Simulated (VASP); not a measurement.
# Tl (P6_3/mmc) in VASP: settings compared

Aim: see how the results for Tl move with the level of theory and the settings. Levels: PBE-based screened hybrid with 25 % exact exchange, pbe exchange, lyp correlation. Tasks: single point.

Everything below comes from runs of VASP 6.6.1. Logs are shortened: lines on timing, memory, paths and dates and some standing lists are left out, and cuts for length are marked.

## 1. The cell of the first run

Symmetry: P6_3/mmc, No. 194, hexagonal system. Conventional cell: a = 3.456 Å, b = 3.456 Å, c = 5.525 Å, α = 90.00°, β = 90.00°, γ = 120.00°. Tl (site symmetry -6m2) has 12 Tl at 3.41 to 3.46 Å within 4.5 Å.

## 2. Single point, PBE-based screened hybrid with 25 % exact exchange

File POSCAR:

```
Tl
1.0
    3.4560000000      0.0000000000      0.0000000000
   -1.7280000000      2.9929837955      0.0000000000
    0.0000000000      0.0000000000      5.5250000000
Tl
2
Direct
    0.6666666667      0.3333333333      0.7500000000
    0.3333333333      0.6666666667      0.2500000000
```

File INCAR.step1:

```
PREC = Accurate
ENCUT = 400
EDIFF = 1E-5
ISMEAR = 1
SIGMA = 0.05
LREAL = F
LASPH = T
NELM = 120
ALGO = Normal
ISIF = 2
LWAVE = T
LCHARG = F
NBANDS = 20
GGA = PE
GGA_COMPAT = F
```

File INCAR.step2:

```
PREC = Accurate
ENCUT = 400
EDIFF = 1E-6
ISMEAR = 1
SIGMA = 0.05
LREAL = F
LASPH = T
NELM = 120
ALGO = Normal
ISIF = 2
LWAVE = F
LCHARG = F
GGA = PE
LHFCALC = T
AEXX = 0.25
HFSCREEN = 0.3
PRECFOCK = Normal
NBANDS = 20
ISTART = 1
GGA_COMPAT = F
```

File KPOINTS:

```
Automatic mesh
0
Gamma
  6 6 4
```

Potentials or basis: VASP PAW PBE potentials, release 64 (Tl_d).

The run is started by

```
> cat potpaw_PBE.64/Tl_d/POTCAR > POTCAR
> cp INCAR.step1 INCAR
> mpirun -np 1 vasp_std > vasp.out
> cp INCAR.step2 INCAR
> mpirun -np 1 vasp_std > vasp.out
```

OUTCAR:

```text
PREC = Accurate
   ENCUT = 400
   EDIFF = 1E-6
   ISMEAR = 1
   LREAL = F
   LASPH = T
   NELM = 120
   ISIF = 2
   GGA = PE
   LHFCALC = T
   AEXX = 0.25
   HFSCREEN = 0.3
   PRECFOCK = Normal
   ISTART = 1

 ion  position               nearest neighbor table
   1  0.667  0.333  0.750-   2 3.41   2 3.41   2 3.41   2 3.41   2 3.41   2 3.41
   2  0.333  0.667  0.250-   1 3.41   1 3.41   1 3.41   1 3.41   1 3.41   1 3.41

  LATTYP: Found a hexagonal cell.
 ALAT       =     3.4560000000
 C/A-ratio  =     1.5986689815

  Lattice vectors:

 A1 = (   3.4560000000,   0.0000000000,   0.0000000000)
 A2 = (  -1.7280000000,   2.9929837955,   0.0000000000)
 A3 = (   0.0000000000,   0.0000000000,   5.5250000000)

Analysis of symmetry for initial positions (statically):
=====================================================================
 Subroutine PRICEL returns:
 Original cell was already a primitive cell.

 Routine SETGRP: Setting up the symmetry group for a
 hexagonal supercell.

 Subroutine GETGRP returns: Found 24 space group operations
 (whereof 12 operations were pure point group operations)
 out of a pool of 24 trial point group operations.

The static configuration has the point symmetry D_3d.
 The point group associated with its full space group is D_6h.

Analysis of symmetry for dynamics (positions and initial velocities):
=====================================================================
 Subroutine PRICEL returns:
 Original cell was already a primitive cell.

 Routine SETGRP: Setting up the symmetry group for a
 hexagonal supercell.

 Subroutine GETGRP returns: Found 24 space group operations
 (whereof 12 operations were pure point group operations)
 out of a pool of 24 trial point group operations.

The dynamic configuration has the point symmetry D_3d.
 The point group associated with its full space group is D_6h.

 Subroutine INISYM returns: Found 24 space group operations
 (whereof 12 operations are pure point group operations),
 and found     1 'primitive' translations

----------------------------------------------------------------------------------------

                                     Primitive cell

  volume of cell :      57.1492

  direct lattice vectors                    reciprocal lattice vectors
     3.456000000  0.000000000  0.000000000     0.289351852  0.167057370  0.000000000
    -1.728000000  2.992983795  0.000000000     0.000000000  0.334114739  0.000000000
     0.000000000  0.000000000  5.525000000     0.000000000  0.000000000  0.180995475

  length of vectors
     3.456000000  3.456000000  5.525000000     0.334114739  0.334114739  0.180995475

  position of ions in fractional coordinates (direct lattice)
     0.666666667  0.333333333  0.750000000
     0.333333333  0.666666667  0.250000000

  ion indices of the primitive-cell ions
   primitive index   ion index
                 1           1
                 2           2

----------------------------------------------------------------------------------------

 KPOINTS: Automatic mesh

Automatic generation of k-mesh.
 Grid dimensions read from file:
 generate k-points for:    6    6    4

 Generating k-lattice:

  Cartesian coordinates                     Fractional coordinates (reciprocal lattice)
     0.048225309  0.027842895  0.000000000     0.166666667 -0.000000000  0.000000000
     0.000000000  0.055685790  0.000000000     0.000000000  0.166666667  0.000000000
     0.000000000  0.000000000  0.045248869     0.000000000  0.000000000  0.250000000

  Length of vectors
     0.055685790  0.055685790  0.045248869

  Shift w.r.t. Gamma in fractional coordinates (k-lattice)
     0.000000000  0.000000000  0.000000000

 Subroutine IBZKPT returns following result:
 ===========================================

 Found     21 irreducible k-points:

 Following reciprocal coordinates:
            Coordinates               Weight
  0.000000  0.000000  0.000000      1.000000
  0.166667  0.000000  0.000000      6.000000
  0.333333  0.000000  0.000000      6.000000
  0.500000  0.000000  0.000000      3.000000
  0.166667  0.166667  0.000000      6.000000
  0.333333  0.166667  0.000000     12.000000
[... 13 lines left out ...]
  0.333333  0.166667  0.500000     12.000000
  0.333333  0.333333  0.500000      2.000000
   k-points           NKPTS =     21   k-points in BZ     NKDIM =    144   number of bands    NBANDS=     20
   number of dos      NEDOS =    301   number of ions     NIONS =      2
   total plane-waves  NPLWV =  20736
   dimension x,y,z NGX =    24 NGY =   24 NGZ =   36
   dimension x,y,z NGXF=    48 NGYF=   48 NGZF=   72
   ions per type =               2
   NGX,Y,Z   is equivalent  to a cutoff of  11.54, 11.54, 10.83 a.u.
   NGXF,Y,Z  is equivalent  to a cutoff of  23.09, 23.09, 21.66 a.u.
 SYSTEM =  unknown system
   PREC   = accura    normal or accurate (medium, high low for compatibility)
   ISTART =      1    job   : 0-new  1-cont  2-samecut
   ICHARG =      0    charge: 1-file 2-atom 10-const
   ISPIN  =      1    spin polarized calculation?
   LNONCOLLINEAR =      F non collinear calculations
   LSORBIT =      F    spin-orbit coupling
   LASPH  =      T    aspherical Exc in radial PAW
   ENCUT  =  400.0 eV  29.40 Ry    5.42 a.u.   5.64  5.64  9.01*2*pi/ulx,y,z
   NELM   =    120;   NELMIN=  2; NELMDL=  0     # of ELM steps
   EDIFF  = 0.1E-05   stopping-criterion for ELM
   LREAL  =      F    real-space projection
   EDIFFG = 0.1E-04   stopping-criterion for IOM
   NSW    =      0    number of steps for IOM
   IBRION =     -1    ionic relax: 0-MD 1-quasi-New 2-CG
   NFREE  =      0    steps in history (QN), initial steepest desc. (CG)
   ISIF   =      2    stress and relaxation
   ISYM   =      3    0-nonsym 1-usesym 2-fastsym
   POTIM  = 0.5000    time-step for ionic-motion
   TEBEG  =    0.0;   TEEND  =   0.0 temperature during run
   PSTRESS=    0.0 pullay stress
   NELECT =      26.0000    total number of electrons
   NUPDOWN=      -1.0000    fix difference up-down
   EMIN   =  10.00;   EMAX   =-10.00  energy-range for DOS
   EFERMI =   0.00;   METHOD = LEGACY
   ISMEAR =     1;   SIGMA  =   0.05  broadening in eV -4-tet -1-fermi 0-gaus
   EFERMI_NEDOS =   21; number of points for ismear=-14 and -15
   IALGO  =     38    algorithm
   IMIX   =      1    mixing-type and parameters
     AMIX     =   0.40;   BMIX     =  1.00
     AMIX_MAG =   1.60;   BMIX_MAG =  1.00
  volume/ion in A,a.u.               =      28.57       192.83
  Fermi-wavevector in a.u.,A,eV,Ry     =   1.259107  2.379366 21.569987  1.585349
  Thomas-Fermi vector in A             =   2.392683
   LORBIT       =      0    0 simple, 1 ext, 2 COOP (PROOUT), +10 PAW based schemes
   GGA     = PE    functional components
   LHFCALC =     T    Hartree Fock is set to
   PRECFOCK=normal    Normal, Fast or Accurate (Low or Medium for compatibility)
   ENCUT4O =  -1.0   cutoff for four orbital integrals eV
   NKREDX  =     1    reduce k-point grid by
   NKREDY  =     1    reduce k-point grid by
   NKREDZ  =     1    reduce k-point grid by
   AEXX    =    0.2500 exact exchange contribution
   HFSCREEN=    0.3000 screening length (either q_TF or 0.3 A-1)
   HFSCREENC=   0.3000 screening length for correlation (either q_TF or 0.3 A-1)
   ENCUTFOCK=  -1.0 apply spherical cutoff to Coloumb kernel
   IVDW    =     0    specifies the selected vdW correction
   LEPSILON=     F    determine dielectric tensor
   LRPA    =     F    only Hartree local field effects (RPA)
 non-spin polarized calculation
 Methfessel and Paxton  Order N= 1 SIGMA  =   0.05
  energy-cutoff  :      400.00
  volume of cell :       57.15
 maximum number of plane-waves:      1087
 NGX is ok and might be reduce to    24
  NGX = 18; NGY = 18; NGZ = 28

 number of electron      25.9999998 magnetization

 Free energy of the ion-electron system (eV)
  ---------------------------------------------------
  ext. energy  EPLUGINS =         0.00000000
  ---------------------------------------------------
  free energy    TOTEN  =        -4.83727794 eV

  energy without entropy =       -4.83716586  energy(sigma->0) =       -4.83724058

 E-fermi :   6.5628     XC(G=0):  -8.5892

 val. band max:        6.5144770771   @ k =   0.1667   0.0000   0.2500
 cond. band min:       6.5806610769   @ k =   0.3333   0.3333   0.2500
 fundamental gap:      0.0661839997
 Fermi energy:         6.5628053408

 k-point     1 :       0.0000    0.0000    0.0000
  band No.  band energies     occupation
      1      -6.8371      2.00000
      2      -6.6163      2.00000
      3      -6.6035      2.00000
      4      -6.6035      2.00000
      5      -6.5493      2.00000
      6      -6.5493      2.00000
[... 12 lines left out ...]
     19      17.9129      0.00000
     20      18.1641      0.00000

 k-point     2 :       0.1667    0.0000    0.0000
  band No.  band energies     occupation
      1      -6.7988      2.00000
      2      -6.6581      2.00000
      3      -6.5652      2.00000
      4      -6.5465      2.00000
      5      -6.5260      2.00000
      6      -6.4884      2.00000
[... 12 lines left out ...]
     19      17.6539      0.00000
     20      18.9875      0.00000

 k-point     3 :       0.3333    0.0000    0.0000
  band No.  band energies     occupation
      1      -6.9138      2.00000
      2      -6.7203      2.00000
      3      -6.6879      2.00000
      4      -6.6118      2.00000
      5      -6.4686      2.00000
      6      -6.3678      2.00000
[... 12 lines left out ...]
     19      16.1104      0.00000
     20      17.4248      0.00000

 k-point     4 :       0.5000    0.0000    0.0000
  band No.  band energies     occupation
      1      -6.9792      2.00000
      2      -6.8156      2.00000
      3      -6.7358      2.00000
      4      -6.6505      2.00000
      5      -6.4177      2.00000
      6      -6.4026      2.00000
[... 360 lines left out ...]
 k-point    20 :       0.3333    0.1667    0.5000
  band No.  band energies     occupation
      1      -6.7955      2.00000
      2      -6.7955      2.00000
      3      -6.6687      2.00000
      4      -6.6687      2.00000
      5      -6.4313      2.00000
      6      -6.4313      2.00000
[... 12 lines left out ...]
     19      18.1623      0.00000
     20      18.1623      0.00000

 k-point    21 :       0.3333    0.3333    0.5000
  band No.  band energies     occupation
      1      -6.7693      2.00000
      2      -6.7693      2.00000
      3      -6.5386      2.00000
      4      -6.5386      2.00000
      5      -6.4230      2.00000
      6      -6.4230      2.00000
[... 12 lines left out ...]
     19      17.9720      0.00000
     20      17.9720      0.00000

------------------------ aborting loop because EDIFF is reached ----------------------------------------

  FORCE on cell =-STRESS in cart. coord.  units (eV):
  Direction    XX          YY          ZZ          XY          YZ          ZX
  --------------------------------------------------------------------------------------
  -------------------------------------------------------------------------------------
  Total        0.2574975      0.2574975      1.7127052      0.0000000     -0.0000000      0.0000000
  in kB        7.2189375      7.2189375     48.0156507      0.0000000     -0.0000000      0.0000000
  external PRESSURE =      20.8178419 kB  Pullay stress =       0.0000000 kB

 VOLUME and BASIS-vectors are now :
 -----------------------------------------------------------------------------
  energy-cutoff  :      400.00
  volume of cell :       57.15
      direct lattice vectors                 reciprocal lattice vectors
     3.456000000  0.000000000  0.000000000     0.289351852  0.167057370  0.000000000
    -1.728000000  2.992983795  0.000000000     0.000000000  0.334114739  0.000000000
     0.000000000  0.000000000  5.525000000     0.000000000  0.000000000  0.180995475

 POSITION                                       TOTAL-FORCE (eV/Angst)
 -----------------------------------------------------------------------------------
      1.72800      0.99766      4.14375         0.000000      0.000000      0.000000
     -0.00000      1.99532      1.38125         0.000000      0.000000     -0.000000
 -----------------------------------------------------------------------------------
    total drift:                                0.000000     -0.000000     -0.000000

  FREE ENERGIE OF THE ION-ELECTRON SYSTEM (eV)
  ---------------------------------------------------
  free  energy   TOTEN  =        -4.8372779391 eV

  energy  without entropy=       -4.8371658563  energy(sigma->0) =       -4.83724058
```

Run time: 30 min. Hardware: 1 thread of AMD EPYC 9R45 (Zen 5), shared host; peak memory 0.24 GiB.

What came out:

| Property | Result |
| --- | --- |
| Free energy | -4.8373 eV |
| Pressure | 2.1 GPa |
| Band gap on the k mesh | zero (bands 13 and 14 overlap by 6.28 eV) |

Stress tensor (GPa, compression positive):
```
0.72 0.00 0.00
0.00 0.72 0.00
0.00 0.00 4.80
```

Levels at points of the mesh, in eV from the Fermi level:
| k point | band 9 | band 10 | band 11 | band 12 | band 13 | band 14 | band 15 | band 16 | band 17 | band 18 |
| --- | --- | --- | --- | --- | --- | --- | --- | --- | --- | --- |
| (0.00, 0.00, 0.00) | -12.69 | -12.69 | -11.10 | -5.59 | -3.20 | 8.54 | 8.54 | 10.70 | 10.70 | 10.76 |
| (0.50, 0.00, 0.00) | -12.65 | -12.64 | -6.33 | -5.11 | -0.74 | 0.55 | 1.40 | 3.96 | 4.17 | 8.51 |
| (0.00, 0.00, 0.50) | -12.81 | -12.81 | -9.50 | -9.50 | 3.57 | 3.57 | 9.58 | 9.58 | 9.58 | 9.58 |
| (0.50, 0.00, 0.50) | -12.66 | -12.66 | -5.12 | -5.12 | -2.54 | -2.54 | 5.95 | 5.95 | 6.60 | 6.60 |

Caveat: the PAW data sets were made with another functional, which shifts forces and pressure a little; spin-orbit coupling is left out, which moves the levels of the heavy elements.

## 3. Single point, pbe exchange, lyp correlation, collinear spin

File INCAR:

```
PREC = Accurate
ENCUT = 500
EDIFF = 1E-6
ISMEAR = -1
SIGMA = 0.05
LREAL = False
LASPH = True
NELM = 200
ALGO = Normal
ISIF = 2
LWAVE = False
LCHARG = False
ISPIN = 2
MAGMOM = 0.5 -0.5
LORBIT = 11
GGA = LIBXC
LIBXC1 = GGA_X_PBE
LIBXC2 = GGA_C_LYP
NBANDS = 24
GGA_COMPAT = False
```

File KPOINTS:

```
regular mesh
0
Gamma
  9 9 5
```

POSCAR is that of step 2.

Potentials or basis: VASP PAW PBE potentials, release 64 (Tl_d).

The run is started by

```
> cat potpaw_PBE.64/Tl_d/POTCAR > POTCAR
> mpirun -np 1 vasp_std > vasp.out
```

Wall time 92 s (1 thread of Intel Xeon Platinum 8259CL at 2.50GHz (Skylake/Cascade Lake), shared host); peak memory 0.23 GiB.

Results (log left out):

* Free energy: -3.3098 eV
* Pressure: 7.3 GPa
* Band gap on the k mesh: zero (filled and empty bands overlap)
* Net moment: 0.00 μB per cell
* Valence electrons inside the program's atomic spheres: Tl 11.24

Stress tensor (GPa, compression positive):
```
6.94 0.00 0.00
0.00 6.94 0.00
0.00 0.00 8.16
```

Levels at points of the mesh, in eV from the Fermi level:
Spin up:
| k point | band 10 | band 11 | band 12 | band 13 | band 14 | band 15 | band 16 | band 17 |
| --- | --- | --- | --- | --- | --- | --- | --- | --- |
| (0.00, 0.00, 0.00) | -11.14 | -10.07 | -5.23 | -2.73 | 7.84 | 7.84 | 9.94 | 9.94 |
Spin down:
| k point | band 10 | band 11 | band 12 | band 13 | band 14 | band 15 | band 16 | band 17 |
| --- | --- | --- | --- | --- | --- | --- | --- | --- |
| (0.00, 0.00, 0.00) | -11.14 | -10.07 | -5.23 | -2.73 | 7.84 | 7.84 | 9.94 | 9.94 |

Caveat: the cell stands under pressure; the PAW data sets were made with another functional, which shifts forces and pressure a little; spin-orbit coupling is left out, which moves the levels of the heavy elements.
